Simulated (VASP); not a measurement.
# Mg2ZnO3 in VASP: further runs

Runs on Mg2ZnO3. Level: LDA. Tasks: single point.

Everything below comes from runs of VASP 6.6.1. Logs are shortened: lines on timing, memory, paths and dates and some standing lists are left out, and cuts for length are marked.

## Step 1: The cell of the first run

The typed cell holds 6 atoms: a = 2.959 Å, b = 2.959 Å, c = 7.212 Å, α = 90.00°, β = 90.00°, γ = 120.00°.

## Step 2: Single point, LDA (all Zn atoms moved 0.1 Å in one direction)

The input, INCAR:

```
  PREC = Accurate
  ENCUT = 520
  EDIFF = 1E-6
  ISMEAR = 0
  SIGMA = 0.05
  LREAL = F
  LASPH = T
  NELM = 80
  ALGO = Normal
  ISIF = 2
  LWAVE = F
  LCHARG = F
  GGA = CA
  NBANDS = 26
```

The input, KPOINTS:

```
Automatic mesh
0
Gamma
  12 12 4
```

The input, POSCAR:

```
Mg2ZnO3
1.0
    2.9587961137      0.0000000000      0.0000000000
   -1.4793980569      2.5623925991      0.0000000000
    0.0000000000      0.0000000000      7.2124455117
Mg Zn O
2 1 3
Direct
    0.3316794146      0.6609044945      0.6653203457
    0.6650127479      0.3275711612      0.3327868937
    0.0082695938      0.0288108607      0.0047319013
    0.3316794146      0.6609044945      0.1702105603
    0.6650127479      0.3275711612      0.8278966791
   -0.0016539188     -0.0057621721      0.4990536197
```

Potentials or basis: VASP PAW LDA potentials, release 64 (Mg, Zn, O).

Command:

```sh
> cat potpaw_LDA.64/Mg/POTCAR potpaw_LDA.64/Zn/POTCAR potpaw_LDA.64/O/POTCAR > POTCAR
> mpirun -np 1 vasp_std > vasp.out
```

OUTCAR:

```text
PREC = Accurate
   ENCUT = 520
   EDIFF = 1E-6
   ISMEAR = 0
   LREAL = F
   LASPH = T
   NELM = 80
   ISIF = 2
   GGA = CA

 ion  position               nearest neighbor table
   1  0.332  0.661  0.665-   5 2.07   5 2.07   5 2.07   6 2.09   6 2.09   6 2.09   3 2.94   2 2.94
                             2 2.94   2 2.94   3 3.00   3 3.02
   2  0.665  0.328  0.333-   4 2.07   4 2.07   4 2.07   6 2.09   6 2.09   6 2.09   3 2.88   3 2.90
                             1 2.94   1 2.94   1 2.94   3 2.97
   3  0.008  0.029  0.005-   4 2.01   5 2.08   4 2.11   5 2.11   4 2.14   5 2.20   2 2.88   2 2.90
                             1 2.94   2 2.97   1 3.00   1 3.02
   4  0.332  0.661  0.170-   3 2.01   2 2.07   2 2.07   2 2.07   3 2.11   3 2.14
   5  0.665  0.328  0.828-   1 2.07   1 2.07   1 2.07   3 2.08   3 2.11   3 2.20
   6  0.998  0.994  0.499-   1 2.09   1 2.09   2 2.09   2 2.09   2 2.09   1 2.09

  LATTYP: Found a hexagonal cell.
 ALAT       =     2.9587961137
 C/A-ratio  =     2.4376284254

  Lattice vectors:

 A1 = (   2.9587961137,   0.0000000000,   0.0000000000)
 A2 = (  -1.4793980569,   2.5623925991,   0.0000000000)
 A3 = (   0.0000000000,   0.0000000000,   7.2124455117)

Analysis of symmetry for initial positions (statically):
=====================================================================
 Subroutine PRICEL returns:
 Original cell was already a primitive cell.

 Routine SETGRP: Setting up the symmetry group for a
 hexagonal supercell.

 Subroutine GETGRP returns: Found  1 space group operations
 (whereof  1 operations were pure point group operations)
 out of a pool of 24 trial point group operations.

The static configuration has the point symmetry C_1 .

Analysis of symmetry for dynamics (positions and initial velocities):
=====================================================================
 Subroutine PRICEL returns:
 Original cell was already a primitive cell.

 Routine SETGRP: Setting up the symmetry group for a
 hexagonal supercell.

 Subroutine GETGRP returns: Found  1 space group operations
 (whereof  1 operations were pure point group operations)
 out of a pool of 24 trial point group operations.

The dynamic configuration has the point symmetry C_1 .

 Subroutine INISYM returns: Found  1 space group operations
 (whereof  1 operations are pure point group operations),
 and found     1 'primitive' translations

----------------------------------------------------------------------------------------

                                     Primitive cell

  volume of cell :      54.6819

  direct lattice vectors                    reciprocal lattice vectors
     2.958796114  0.000000000  0.000000000     0.337975299  0.195130130  0.000000000
    -1.479398057  2.562392599  0.000000000     0.000000000  0.390260259  0.000000000
     0.000000000  0.000000000  7.212445512     0.000000000  0.000000000  0.138649228

  length of vectors
     2.958796114  2.958796114  7.212445512     0.390260259  0.390260259  0.138649228

  position of ions in fractional coordinates (direct lattice)
     0.331679415  0.660904495  0.665320346
     0.665012748  0.327571161  0.332786894
     0.008269594  0.028810861  0.004731901
     0.331679415  0.660904495  0.170210560
     0.665012748  0.327571161  0.827896679
     0.998346081  0.994237828  0.499053620

  ion indices of the primitive-cell ions
   primitive index   ion index
                 1           1
                 2           2
                 3           3
                 4           4
                 5           5
                 6           6

----------------------------------------------------------------------------------------

 KPOINTS: Automatic mesh

Automatic generation of k-mesh.
 Grid dimensions read from file:
 generate k-points for:   12   12    4

 Generating k-lattice:

  Cartesian coordinates                     Fractional coordinates (reciprocal lattice)
     0.028164608  0.016260844  0.000000000     0.083333333  0.000000000  0.000000000
     0.000000000  0.032521688  0.000000000     0.000000000  0.083333333  0.000000000
     0.000000000  0.000000000  0.034662307     0.000000000  0.000000000  0.250000000

  Length of vectors
     0.032521688  0.032521688  0.034662307

  Shift w.r.t. Gamma in fractional coordinates (k-lattice)
     0.000000000  0.000000000  0.000000000

 Subroutine IBZKPT returns following result:
 ===========================================

 Found    292 irreducible k-points:

 Following reciprocal coordinates:
            Coordinates               Weight
  0.000000  0.000000  0.000000      1.000000
  0.083333  0.000000  0.000000      2.000000
  0.000000  0.083333  0.000000      2.000000
 -0.083333  0.083333  0.000000      2.000000
  0.166667  0.000000  0.000000      2.000000
  0.000000  0.166667  0.000000      2.000000
[... 16 lines left out ...]
  0.166667  0.083333  0.000000      2.000000
 -0.083333  0.250000  0.000000      2.000000
 [... further k-points ...]
   k-points           NKPTS =    292   k-points in BZ     NKDIM =    292   number of bands    NBANDS=     26
   number of dos      NEDOS =    301   number of ions     NIONS =      6
   total plane-waves  NPLWV =  31104
   dimension x,y,z NGX =    24 NGY =   24 NGZ =   54
   dimension x,y,z NGXF=    48 NGYF=   48 NGZF=  108
   ions per type =               2   1   3
   NGX,Y,Z   is equivalent  to a cutoff of  13.48, 13.48, 12.45 a.u.
   NGXF,Y,Z  is equivalent  to a cutoff of  26.97, 26.97, 24.89 a.u.
 SYSTEM =  unknown system
   PREC   = accura    normal or accurate (medium, high low for compatibility)
   ISTART =      0    job   : 0-new  1-cont  2-samecut
   ICHARG =      2    charge: 1-file 2-atom 10-const
   ISPIN  =      1    spin polarized calculation?
   LNONCOLLINEAR =      F non collinear calculations
   LSORBIT =      F    spin-orbit coupling
   LASPH  =      T    aspherical Exc in radial PAW
   ENCUT  =  520.0 eV  38.22 Ry    6.18 a.u.   5.50  5.50 13.41*2*pi/ulx,y,z
   NELM   =     80;   NELMIN=  2; NELMDL= -5     # of ELM steps
   EDIFF  = 0.1E-05   stopping-criterion for ELM
   LREAL  =      F    real-space projection
   EDIFFG = 0.1E-04   stopping-criterion for IOM
   NSW    =      0    number of steps for IOM
   IBRION =     -1    ionic relax: 0-MD 1-quasi-New 2-CG
   NFREE  =      0    steps in history (QN), initial steepest desc. (CG)
   ISIF   =      2    stress and relaxation
   ISYM   =      2    0-nonsym 1-usesym 2-fastsym
   POTIM  = 0.5000    time-step for ionic-motion
   TEBEG  =    0.0;   TEEND  =   0.0 temperature during run
   PSTRESS=    0.0 pullay stress
   NELECT =      34.0000    total number of electrons
   NUPDOWN=      -1.0000    fix difference up-down
   EMIN   =  10.00;   EMAX   =-10.00  energy-range for DOS
   EFERMI =   0.00;   METHOD = LEGACY
   ISMEAR =     0;   SIGMA  =   0.05  broadening in eV -4-tet -1-fermi 0-gaus
   EFERMI_NEDOS =   21; number of points for ismear=-14 and -15
   IALGO  =     38    algorithm
   IMIX   =      4    mixing-type and parameters
     AMIX     =   0.40;   BMIX     =  1.00
     AMIX_MAG =   1.60;   BMIX_MAG =  1.00
  volume/ion in A,a.u.               =       9.11        61.50
  Fermi-wavevector in a.u.,A,eV,Ry     =   1.397291  2.640496 26.564298  1.952421
  Thomas-Fermi vector in A             =   2.520561
   LORBIT       =      0    0 simple, 1 ext, 2 COOP (PROOUT), +10 PAW based schemes
   GGA     = CA    functional components
   LHFCALC =     F    Hartree Fock is set to
   AEXX    =    0.0000 exact exchange contribution
   IVDW    =     0    specifies the selected vdW correction
   LEPSILON=     F    determine dielectric tensor
   LRPA    =     F    only Hartree local field effects (RPA)
 non-spin polarized calculation
 Gauss-broadening in eV      SIGMA  =   0.05
  energy-cutoff  :      520.00
  volume of cell :       54.68
 maximum number of plane-waves:      1515
 NGX is ok and might be reduce to    24
   NGX = 11   NGY = 11   NGZ = 27

 number of electron      33.9999992 magnetization

 Free energy of the ion-electron system (eV)
  ---------------------------------------------------
  ext. energy  EPLUGINS =         0.00000000
  ---------------------------------------------------
  free energy    TOTEN  =       -37.32153155 eV

  energy without entropy =      -37.32153155  energy(sigma->0) =      -37.32153155

 E-fermi :   3.4703     XC(G=0): -12.2120

 val. band max:        3.2166464459   @ k =   0.0000   0.0000   0.5000
 cond. band min:       6.5614113022   @ k =   0.0000   0.0000   0.0000
 fundamental gap:      3.3447648563
 Fermi energy:         3.4702517293

 k-point     1 :       0.0000    0.0000    0.0000
  band No.  band energies     occupation
      1     -14.7196      2.00000
      2     -13.6710      2.00000
      3     -13.3924      2.00000
      4      -2.7560      2.00000
      5      -1.8360      2.00000
      6      -1.7677      2.00000
[... 18 lines left out ...]
     25      18.8795      0.00000
     26      18.8950      0.00000

 k-point     2 :       0.0833    0.0000    0.0000
  band No.  band energies     occupation
      1     -14.6466      2.00000
      2     -13.6287      2.00000
      3     -13.3485      2.00000
      4      -2.6804      2.00000
      5      -1.9365      2.00000
      6      -1.7727      2.00000
[... 18 lines left out ...]
     25      18.1778      0.00000
     26      18.9853      0.00000

 k-point     3 :       0.0000    0.0833    0.0000
  band No.  band energies     occupation
      1     -14.6465      2.00000
      2     -13.6288      2.00000
      3     -13.3486      2.00000
      4      -2.6797      2.00000
      5      -1.9646      2.00000
      6      -1.7394      2.00000
[... 572 lines left out ...]
 k-point    23 :       0.1667    0.0833    0.0000
  band No.  band energies     occupation
      1     -14.2488      2.00000
      2     -13.4051      2.00000
      3     -13.1204      2.00000
      4      -2.3434      2.00000
      5      -2.2211      2.00000
      6      -1.7071      2.00000
[... 18 lines left out ...]
     25      16.7103      0.00000
     26      18.5093      0.00000

 k-point    24 :      -0.0833    0.2500    0.0000
  band No.  band energies     occupation
      1     -14.2486      2.00000
      2     -13.4054      2.00000
      3     -13.1205      2.00000
      4      -2.3417      2.00000
      5      -2.2375      2.00000
      6      -1.6943      2.00000
[... 18 lines left out ...]
     25      16.7052      0.00000
     26      18.4419      0.00000

 [... further k-points ...]
[... 5 lines left out ...]
  --------------------------------------------------------------------------------------
  -------------------------------------------------------------------------------------
  Total       -0.2910934     -0.0775613     -0.2037105      0.0035937      0.1678290      0.0119150
  in kB       -8.5290310     -2.2725455     -5.9687122      0.1052953      4.9173868      0.3491093
  external PRESSURE =      -5.5900962 kB  Pullay stress =       0.0000000 kB

 VOLUME and BASIS-vectors are now :
 -----------------------------------------------------------------------------
  energy-cutoff  :      520.00
  volume of cell :       54.68
      direct lattice vectors                 reciprocal lattice vectors
     2.958796114  0.000000000  0.000000000     0.337975299  0.195130130  0.000000000
    -1.479398057  2.562392599  0.000000000     0.000000000  0.390260259  0.000000000
     0.000000000  0.000000000  7.212445512     0.000000000  0.000000000  0.138649228

 POSITION                                       TOTAL-FORCE (eV/Angst)
 -----------------------------------------------------------------------------------
      0.00363      1.69350      4.79859        -0.003524      0.021832      0.234476
      1.48303      0.83937      2.40021        -0.007825      0.022243      0.213925
     -0.01815      0.07382      0.03413         0.075761     -0.346888     -0.688162
      0.00363      1.69350      1.22763        -0.023621      0.222746      0.346614
      1.48303      0.83937      5.97116        -0.039991      0.076878      0.042331
      1.48303      2.54763      3.59940        -0.000800      0.003189     -0.149185
 -----------------------------------------------------------------------------------
    total drift:                                0.000109      0.000166      0.000934

  FREE ENERGIE OF THE ION-ELECTRON SYSTEM (eV)
  ---------------------------------------------------
  free  energy   TOTEN  =       -37.3215315549 eV

  energy  without entropy=      -37.3215315549  energy(sigma->0) =      -37.32153155
```

It took 2.3 min on 1 thread of Intel Xeon 6975P-C (Granite Rapids), shared host; peak memory 0.47 GiB.

What came out:

```
Free energy            : -37.3215 eV
Pressure               : -0.6 GPa
Largest force          : 0.774 eV/Å
Band gap on the k mesh : 3.34 eV, indirect (least direct gap 3.42 eV)
```

Forces in eV/Å, atoms in the order of the input:
```
Mg  -0.004  0.022  0.234
Mg  -0.008  0.022  0.214
Zn   0.076 -0.347 -0.688
O   -0.024  0.223  0.347
O   -0.040  0.077  0.042
O   -0.001  0.003 -0.149
```

Caveat: the cell differs from its parent crystal (all Zn atoms moved 0.1 Å in one direction).

## Step 3: Single point, LDA (all Zn atoms moved 0.1 Å in one direction, then relaxed in part)

The input, INCAR:

```
SYSTEM = Mg2ZnO3
PREC = Accurate
ENCUT = 520
EDIFF = 1E-7
ISMEAR = 0
SIGMA = 0.05
LREAL = .FALSE.
LASPH = .TRUE.
NELM = 100
ALGO = Normal
ISIF = 2
LWAVE = .FALSE.
LCHARG = .FALSE.
NBANDS = 26
```

The input, KPOINTS:

```
regular mesh
0
G
  12 12 4
  0 0 0
```

The input, POSCAR:

```
Mg2ZnO3
1.0
    2.9588593238     -0.0000089812      0.0000005327
   -1.4794374399      2.5624546954     -0.0000105241
    0.0000012985     -0.0000288729      7.2120851367
Mg Zn O
2 1 3
Direct
    0.3333366830      0.6666660876      0.6662290482
    0.6666605289      0.3333232919      0.3337730566
    0.0000042834      0.0000179150      0.0000013003
    0.3333266160      0.6666603827      0.1711767050
    0.6666757117      0.3333462065      0.8288211234
   -0.0000038230     -0.0000138837      0.4999987663
```

Potentials or basis: VASP PAW LDA potentials, release 64 (Mg, Zn, O).

Command:

```sh
> cat potpaw_LDA.64/Mg/POTCAR potpaw_LDA.64/Zn/POTCAR potpaw_LDA.64/O/POTCAR > POTCAR
> mpirun -np 1 vasp_std > vasp.out
```

Wall time 2.4 min (1 thread of Intel Xeon 6975P-C (Granite Rapids), shared host); peak memory 0.47 GiB.

The run converged. Its results:

- Free energy: -37.3511 eV
- Pressure: -0.9 GPa
- Largest force: 0.092 eV/Å
- Band gap on the k mesh: 3.37 eV, indirect (least direct gap 3.46 eV)

Forces in eV/Å, atoms in the order of the input:
```
Mg   0.000  0.000  0.019
Mg   0.000  0.000 -0.019
Zn   0.000  0.000  0.000
O    0.000  0.000  0.092
O    0.000  0.000 -0.092
O    0.000  0.000  0.000
```

Levels at points of the mesh, in eV from the valence-band top:
| k point | band 13 | band 14 | band 15 | band 16 | band 17 | band 18 | band 19 | band 20 | band 21 | band 22 |
| --- | --- | --- | --- | --- | --- | --- | --- | --- | --- | --- |
| (0.00, 0.00, 0.00) | -0.60 | -0.58 | -0.58 | -0.09 | -0.09 | 3.37 | 6.58 | 6.96 | 11.62 | 12.07 |
| (0.50, 0.00, 0.00) | -2.14 | -1.93 | -1.40 | -0.73 | -0.37 | 6.85 | 7.67 | 8.74 | 9.61 | 11.49 |
| (0.00, 0.50, 0.00) | -2.14 | -1.93 | -1.40 | -0.73 | -0.37 | 6.85 | 7.67 | 8.74 | 9.61 | 11.49 |
| (0.50, 0.50, 0.00) | -2.14 | -1.93 | -1.40 | -0.73 | -0.37 | 6.85 | 7.67 | 8.74 | 9.61 | 11.49 |
| (0.00, 0.00, 0.50) | -0.93 | -0.88 | -0.88 | 0.00 | 0.00 | 4.44 | 5.64 | 7.02 | 11.95 | 12.99 |
| (0.50, 0.00, 0.50) | -2.16 | -2.05 | -1.56 | -0.30 | -0.25 | 6.87 | 7.10 | 9.07 | 10.49 | 10.90 |
| (0.00, 0.50, 0.50) | -2.16 | -2.05 | -1.56 | -0.30 | -0.25 | 6.87 | 7.10 | 9.07 | 10.49 | 10.90 |
| (0.50, 0.50, 0.50) | -2.16 | -2.05 | -1.56 | -0.30 | -0.25 | 6.87 | 7.10 | 9.07 | 10.49 | 10.90 |

Caveat: the cell differs from its parent crystal (all Zn atoms moved 0.1 Å in one direction, then relaxed in part).
